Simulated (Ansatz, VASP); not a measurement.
**Sc4BP3: VASP beside Ansatz**

```
Sc B P
1.0
     3.64235    0.00000    0.00000
    -1.82117    3.15437    0.00000
     0.00000    0.00000   12.61451
Sc B P
4 1 3
Direct
  0.33333 0.66667 0.37549
  0.33333 0.66667 0.11301
  0.66667 0.33333 0.88699
  0.66667 0.33333 0.62451
  0.00000 0.00000 0.00000
  0.66667 0.33333 0.24542
  0.33333 0.66667 0.75458
  0.00000 0.00000 0.50000
```

Alike in both runs: functional PBE; k mesh 5 × 5 × 2; occupations gaussian, width 0.2 eV; no spin polarisation.

Ansatz relaxed the structure, and its values are those at the end. VASP's run is a single point on that final structure, the one shown.

```csv
,VASP,Ansatz
version,VASP 6.6.1,Ansatz 0.2.0
potentials or method,"VASP PAW PBE potentials, release 64 (Sc_sv, B, P), cutoff 520 eV","scalar-relativistic, plane waves, PAW"
valence electrons in the cell,62,62
```

```tsv
	VASP	Ansatz	Ansatz less VASP
gap on the k mesh at the Fermi level (eV)	none	none	-
pressure (GPa)	0.2	0.1	-0.17
rms of the force components (eV/Å)	0.018	0.018	-0.0008
```

A gap of «none» marks a metal or a gap that the smearing closes. With one functional, cell and mesh, what is left measures potentials, basis and numerics.

The k mesh is coarse, so the values compare programs but aren't converged.
